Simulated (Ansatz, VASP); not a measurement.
**KBr: VASP beside Ansatz**

INCAR

```
PREC     = Accurate       # precision mode
ENCUT    = 520            # plane-wave cutoff, eV
EDIFF    = 1E-6           # SCF threshold, eV
ISMEAR   = -1             # smearing method
SIGMA    = 0.02           # smearing width, eV
LREAL    = F              # projectors in reciprocal space
LASPH    = T              # aspherical terms in the spheres
NELM     = 80             # most SCF steps
ALGO     = Normal         # electronic algorithm
ISIF     = 2              # what is computed and relaxed
LWAVE    = F              # write WAVECAR
LCHARG   = F              # write CHGCAR
GGA      = PE             # functional
NBANDS   = 15             # bands
```

Contents of KPOINTS:

```
Automatic mesh
0
Gamma
  6 6 6
```

The input POSCAR:

```
KBr
1.0
    0.0110074928      3.3132553269      3.3132553269
    3.3132553269      0.0110074928      3.3132553269
    3.3132553269      3.3132553269      0.0110074928
K Br
1 1
Direct
    0.0000000000      0.0000000000      0.0000000000
    0.5000000000      0.5000000000      0.5000000000
```

Input for Ansatz:

```yaml
crystal:
  lattice:
    - [0.0110074928, 3.3132553269, 3.3132553269]
    - [3.3132553269, 0.0110074928, 3.3132553269]
    - [3.3132553269, 3.3132553269, 0.0110074928]
  atoms:
    - { symbol: K, position: [0.0, 0.0, 0.0] }
    - { symbol: Br, position: [0.5, 0.5, 0.5] }
kpoints:
  mp_grid: { grid: [6, 6, 6] }
  band_path:
    path:
      - [0.0, 0.0, 0.0]
      - [0.5, 0.0, 0.5]
      - [0.625, 0.25, 0.625]
      - [0.375, 0.375, 0.75]
      - [0.5, 0.5, 0.5]
      - [0.5, 0.25, 0.75]
    npoints: 1
hamiltonian:
  xc: pbe
scf:
  occupations: { method: fermi_dirac, width: 0.02 }
  n_extra_bands: 4
output:
  forces: true
  stress: true
  eigenvalues: true
```

Change from the starting cell: shear_111 strain +0.5%.

Alike in both runs: task single point; functional PBE; k mesh 6 × 6 × 6; occupations fermi-dirac, width 0.02 eV; no spin polarisation.

```csv
,VASP,Ansatz
version,VASP 6.6.1,Ansatz 0.2.0
potentials or method,"VASP PAW PBE potentials, release 64 (K_sv, Br)","plane waves, PAW"
plane-wave cutoff (eV),520,420
valence electrons in the cell,16,16
```

```csv
,VASP,Ansatz,Ansatz less VASP
gap on the k mesh at the Fermi level (eV),4.41,4.41,+0.001
pressure (GPa),0.6,0.6,-0.04
```
